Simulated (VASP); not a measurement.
# BP: single point with LDA

Crystal: BP.

```
B P
1.0
     0.00000    2.17824    2.17824
     2.17824    0.00000    2.17824
     2.17824    2.17824    0.00000
B P
1 1
Direct
  0.00000 0.00000 0.00000
  0.75000 0.75000 0.75000
```

This cell differs from its parent crystal: strain -0.040 along x and y, -0.040 along z.

| Property | Result |
| --- | --- |
| Program | VASP 6.6.1 |
| Task | single point |
| Functional | LDA |
| Potentials or basis | VASP PAW LDA potentials, release 64 (B, P) |
| Cutoff | 500 eV |
| k mesh | 10 × 10 × 10 |
| Occupations | gaussian, width 0.05 eV |
| Spin | no spin polarisation |
| Dipole correction | no |
| Further INCAR settings | ALGO = Normal; EDIFF = 1e-06; NBANDS = 11 |

| Item | Value |
| --- | --- |
| Pressure | 18.7 GPa |
| Band gap on the k mesh | 1.04 eV, indirect (least direct gap 3.60 eV) |

Levels at points of the mesh, in eV from the valence-band top:
| k point | band 1 | band 2 | band 3 | band 4 | band 5 | band 6 | band 7 | band 8 | band 9 |
| --- | --- | --- | --- | --- | --- | --- | --- | --- | --- |
| (0.00, 0.00, 0.00) | -16.51 | 0.00 | 0.00 | 0.00 | 3.60 | 3.60 | 3.60 | 9.30 | 12.19 |
| (0.50, 0.00, 0.00) | -12.69 | -9.91 | -1.89 | -1.89 | 4.55 | 4.77 | 4.77 | 10.37 | 15.41 |
| (0.50, 0.50, 0.00) | -11.02 | -9.12 | -4.55 | -4.55 | 1.07 | 1.47 | 13.17 | 13.17 | 16.54 |

Run time: 5.4 s on 1 thread of AMD EPYC 9R45 96-Core Processor (Zen 5), with other jobs on the host, peak memory 0.09 GiB.

Caveat: the cell differs from its parent crystal (strain -0.040 along x and y, -0.040 along z). A k mesh can miss the band edges.
